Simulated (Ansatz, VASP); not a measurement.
**Sb: VASP beside Ansatz**

```
Sb
1.0
    -1.72500    1.72500    1.72500
     1.72500   -1.72500    1.72500
     1.72500    1.72500   -1.72500
Sb
1
Cartesian
  0.0000 0.0000 0.0000
```

Alike in both runs: task relaxation of cell and atoms; functional LDA; k mesh 10 × 10 × 10; no spin polarisation.

|  | VASP | Ansatz |
| --- | --- | --- |
| version | VASP 6.6.1 | Ansatz 0.2.0 |
| potentials or method | VASP PAW LDA potentials, release 64 (Sb), cutoff 600 eV | plane waves, PAW |
| occupations | fermi-dirac, width 0.1 eV | fermi-dirac |
| valence electrons in the cell | 5 | 15 |

```tsv
	VASP	Ansatz	Ansatz less VASP
relaxed volume (Å³/atom)	25.81	25.72	-0.092
relaxed cell length with the largest relative difference (Å)	3.225	3.221	-0.0038
```

LDA's correlation is that of Perdew and Zunger in VASP and of Perdew and Wang (1992) in Ansatz. VASP's potentials hold 5 valence electrons a cell and Ansatz's 15, so a difference there can come from the potentials and not from the codes.

Neither program's run includes spin-orbit coupling. Noted on VASP's run: the volume moved by over 15 % at a fixed basis, so the end points are rough.
